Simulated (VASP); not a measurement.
A run of VASP 6.6.1:

File INCAR:

```
  PREC = Accurate
  ENCUT = 520
  EDIFF = 1E-7
  ISMEAR = 0
  SIGMA = 0.05
  LREAL = False
  LASPH = True
  NELM = 60
  ALGO = Normal
  ISIF = 2
  LWAVE = False
  LCHARG = False
  GGA = PE
  NBANDS = 16
```

File KPOINTS:

```
regular mesh
0
Gamma
  10 10 10
```

POSCAR

```
CdTe
1.0
    0.0000000000      3.1711377544      3.1711377544
    3.1711377544      0.0000000000      3.1711377544
    3.1711377544      3.1711377544      0.0000000000
Cd Te
1 1
Direct
    0.0000000000      0.0000000000      0.0000000000
    0.2500000000      0.2500000000      0.2500000000
```

Potentials or basis: VASP PAW PBE potentials, release 64 (Cd, Te).

The run is started by

```bash
$ cat potpaw_PBE.64/Cd/POTCAR potpaw_PBE.64/Te/POTCAR > POTCAR
$ mpirun -np 1 vasp_std > vasp.out
```

Hardware: 1 thread of Intel(R) Xeon(R) 6975P-C (Granite Rapids) (shared host).

Question: How long does it take, and how much memory?

Answer: It took 21 s on 1 thread of Intel(R) Xeon(R) 6975P-C (Granite Rapids), on a shared host, peak memory 0.23 GiB. Counts: scf iterations 15, k points 47.
